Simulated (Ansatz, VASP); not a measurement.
One calculation of ZnSe, two programs

```xyz
2
Lattice="0.0000 2.8664 2.8664 2.8664 0.0000 2.8664 2.8664 2.8664 0.0000" Properties=species:S:1:pos:R:3 pbc="T T T"
Zn    4.2996    4.2996    4.2996
Se    2.8664    2.8664    2.8664
```

Alike in both runs: functional PBE; k mesh 8 × 8 × 8; occupations gaussian, width 0.02 eV; no spin polarisation.

Ansatz relaxed the structure, and its values are those at the end. VASP's run is a single point on that final structure, the one shown.

```csv
,VASP,Ansatz
version,VASP 6.6.1,Ansatz 0.2.0
potentials or method,"VASP PAW PBE potentials, release 64 (Zn, Se), cutoff 520 eV","scalar-relativistic, plane waves, PAW"
valence electrons in the cell,18,28
```

VASP gave:

- gap on the k mesh at the Fermi level (eV): 1.15
- least direct gap on the mesh (eV): 1.15
- pressure (GPa): 0.2

Q: Estimate Ansatz's values.

A: gap on the k mesh at the Fermi level (eV): 1.15; least direct gap on the mesh (eV): 1.15; pressure (GPa): 0.0.

The functional is the same, so the differences come from potentials, cutoffs and numerics. VASP's potentials hold 18 valence electrons a cell and Ansatz's 28, so a difference there can come from the potentials and not from the codes.
